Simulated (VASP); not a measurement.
Runs of VASP 6.6.1 on Gd. The structure is that of space group P6_3/mmc (No. 194), or close to it. The cells are those of the table. 

```csv
level,cell,gap on the mesh (eV),pressure (GPa),moment (μB)
PBEsol,"a = 3.565, b = 3.565, c = 5.704 Å, angles 90.0, 90.0, 120.0°, 2 atoms",none,0.1,15.17
RPBE,"a = 3.710, b = 3.710, c = 5.950 Å, angles 90.0, 90.0, 120.0°, 2 atoms",none,(b),(a)
revPBE,"a = 3.693, b = 3.693, c = 5.917 Å, angles 90.0, 90.0, 120.0°, 2 atoms",none,-0.1,15.32
PBE,"a = 3.649, b = 3.649, c = 5.837 Å, angles 90.0, 90.0, 120.0°, 2 atoms",none,-0.1,15.25
```

Alike in all rows: task single point; potentials or basis VASP PAW PBE potentials, release 64 (Gd); spin collinear, ferromagnetic start; k mesh 8 × 8 × 5; cutoff (eV) 520; smearing fermi-dirac 0.05 eV.

Q: Fill in the values left out.

A: (a) 15.35; (b) -0.2.

Caveats: spin-orbit coupling is left out, which moves the levels of the heavy elements; semilocal functionals describe open f shells poorly, which spoils levels, moments and volumes; the PAW data sets were made with another functional, which shifts forces and pressure a little (at least some runs).

A k mesh can miss the band edges, and the runs leave out spin-orbit coupling on Gd.

A gap of «none» marks levels without a gap at the run's occupations.
